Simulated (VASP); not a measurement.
Write the native input for VASP 6.6.1 that does the following.

```
Task                   : single point
Functional             : r2SCAN
Potentials or basis    : VASP PAW PBE potentials, release 64 (Na_pv, F)
Cutoff                 : 520 eV
k mesh                 : 10 × 10 × 10
Occupations            : gaussian, width 0.01 eV
Spin                   : no spin polarisation
Dipole correction      : no
Further INCAR settings : ALGO = Normal; EDIFF = 1e-07; NBANDS = 14
```

NaF:

```
Na F
1.0
     2.79349    0.00000    0.00000
     0.00000    2.79349    0.00000
     0.00000    0.00000    2.83958
Na F
1 1
Direct
  0.00000 0.00000 0.00000
  0.50000 0.50000 0.50000
```

This cell differs from its parent crystal: uniaxial z strain +1.7%.

One way to write it, as run:

POSCAR

```
NaF
1.0
    2.7934852186      0.0000000000      0.0000000000
    0.0000000000      2.7934852186      0.0000000000
    0.0000000000      0.0000000000      2.8395777247
Na F
1 1
Direct
    0.0000000000      0.0000000000      0.0000000000
    0.5000000000      0.5000000000      0.5000000000
```

INCAR.step1

```
PREC = Accurate
ENCUT = 520
ISMEAR = 0
SIGMA = 0.01
LREAL = False
LASPH = True
NELM = 100
NBANDS = 14
GGA = PE
ALGO = Normal
EDIFF = 1E-4
LWAVE = True
LCHARG = False
```

INCAR.step2

```
PREC = Accurate
ENCUT = 520
EDIFF = 1E-7
ISMEAR = 0
SIGMA = 0.01
LREAL = False
LASPH = True
NELM = 100
ALGO = Normal
ISIF = 2
LWAVE = False
LCHARG = True
METAGGA = R2SCAN
LMIXTAU = True
LELF = True
LVHAR = True
NBANDS = 14
ISTART = 1
```

KPOINTS

```
Automatic mesh
0
Gamma
  10 10 10
```

Potentials or basis: VASP PAW PBE potentials, release 64 (Na_pv, F).

The run is started by

```sh
$ cat potpaw_PBE.64/Na_pv/POTCAR potpaw_PBE.64/F/POTCAR > POTCAR
$ cp INCAR.step1 INCAR
$ mpirun -np 1 vasp_std > vasp.out
$ cp INCAR.step2 INCAR
$ mpirun -np 1 vasp_std > vasp.out
```

It gave:

```
Pressure               : -1.7 GPa
Band gap on the k mesh : 6.97 eV, indirect (least direct gap 7.29 eV)
```

Caveat: the cell differs from its parent crystal (uniaxial z strain +1.7%); the PAW data sets were made with another functional, which shifts forces and pressure a little.

Wall time 2 min on 1 thread of Intel Xeon 8259CL (shared host), peak memory 0.16 GiB.
